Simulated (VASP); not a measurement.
Runs of VASP 6.6.1 on Ru. The structure is that of space group P6_3/mmc (No. 194), or close to it. The cells are those of the table. 

| task | cell | k mesh | cutoff (eV) | smearing | gap on the mesh (eV) | pressure (GPa) | relaxed volume (Å³/atom) |
| --- | --- | --- | --- | --- | --- | --- | --- |
| relaxation of cell and atoms | relaxed from a = 2.673, b = 2.673, c = 4.228 Å, angles 90.0, 90.0, 120.0°, 2 atoms | 15 × 15 × 8 | 600 | gaussian 0.1 eV | none | 0.0 | 13.12 |
| relaxation of cell and atoms | relaxed from a = 2.674, b = 2.674, c = 4.226 Å, angles 90.0, 90.0, 120.0°, 2 atoms | 15 × 15 × 8 | 600 | fermi-dirac 0.15 eV | none | 0.0 | 13.14 |
| single point | a = 2.673, b = 2.673, c = 4.228 Å, angles 90.0, 90.0, 120.0°, 2 atoms | 9 × 9 × 6 | 520 | gaussian 0.1 eV | none | 1.0 | - |
| single point | a = 2.676, b = 2.676, c = 4.226 Å, angles 90.0, 90.0, 120.0°, 2 atoms | 15 × 15 × 8 | 520 | fermi-dirac 0.15 eV | none | (a) | - |
| single point | a = 2.674, b = 2.674, c = 4.226 Å, angles 90.0, 90.0, 120.0°, 2 atoms | 15 × 15 × 8 | 520 | gaussian 0.1 eV | none | 1.0 | - |
| single point | a = 2.708, b = 2.708, c = 4.268 Å, angles 90.0, 90.0, 120.0°, 2 atoms | 9 × 9 × 4 | 520 | gaussian 0.1 eV | none | -10.7 | - |

Alike in all rows: level LDA; potentials or basis VASP PAW LDA potentials, release 64 (Ru_pv); no spin polarisation.

Task: Fill in the values left out.

Result: (a) 0.9.

Caveats: some runs use coarse meshes.

A k mesh can miss the band edges, and the runs leave out spin-orbit coupling on Ru.

A gap of «none» marks levels without a gap at the run's occupations.
